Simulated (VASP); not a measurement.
Here is a VASP 6.6.1 calculation.

INCAR

```
SYSTEM = Te2Mo
PREC = Accurate
ENCUT = 520
EDIFF = 1E-6
ISMEAR = -1
SIGMA = 0.02
LREAL = .FALSE.
LASPH = .TRUE.
NELM = 60
ALGO = Normal
ISIF = 2
LWAVE = .FALSE.
LCHARG = .TRUE.
GGA = PE
IVDW = 13
LELF = .TRUE.
LVHAR = .TRUE.
NBANDS = 35
```

KPOINTS

```
regular mesh
0
G
  12 12 2
  0 0 0
```

Contents of POSCAR:

```
Te2Mo
1.0
    3.5022822168      0.0000000000      0.0000000000
   -1.7511411084      3.0330653710      0.0000000000
    0.0000000000      0.0000000000     13.7285030846
Mo Te
2 4
Direct
    0.3333333333      0.6666666667      0.2500000000
    0.6666666667      0.3333333333      0.7500000000
    0.6666666667      0.3333333333      0.3822086165
    0.6666666667      0.3333333333      0.1177913835
    0.3333333333      0.6666666667      0.8822086165
    0.3333333333      0.6666666667      0.6177913835
```

Potentials or basis: VASP PAW PBE potentials, release 64 (Mo_sv, Te).

Launch:

```bash
$ cat potpaw_PBE.64/Mo_sv/POTCAR potpaw_PBE.64/Te/POTCAR > POTCAR
$ mpirun -np 1 vasp_std > vasp.out
```

(1) What does it give for the pressure?

(2) Estimate the band gap on the k mesh.

(3) Predict the dispersion energy per atom.

(4) Estimate the largest force.

Results:

(1) 0.0 GPa.

(2) 0.66 eV (least direct gap 1.06 eV).

(3) -0.574 eV.

(4) 0.008 eV/Å.

Caveat: spin-orbit coupling is left out, which moves the levels of the heavy elements.
